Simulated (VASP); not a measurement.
Input of a VASP 6.6.1 run:

INCAR

```
ALGO = Normal
EDIFF = 1E-6
ENCUT = 500
GGA = PE
GGA_COMPAT = F
ISIF = 2
ISMEAR = -1
LASPH = T
LCHARG = F
LREAL = F
LWAVE = F
NBANDS = 8
NELM = 120
PREC = Accurate
SIGMA = 0.06122561905347299
```

File KPOINTS:

```
k-points
0
Gamma
  20 20 20
```

File POSCAR:

```
Al
1.0
    2.7038538291      0.0000000000      0.0000000000
    0.0000000000      2.7038538291      0.0000000000
    0.0000000000      0.0000000000      2.7038538291
Al
1
Direct
    0.0000000000      0.0000000000      0.0000000000
```

Potentials or basis: VASP PAW PBE potentials, release 64 (Al).

Run with:

```bash
$ cat potpaw_PBE.64/Al/POTCAR > POTCAR
$ mpirun -np 1 vasp_std > vasp.out
```

**Question.** What does it give for the pressure?

**Answer.** 1.2 GPa.
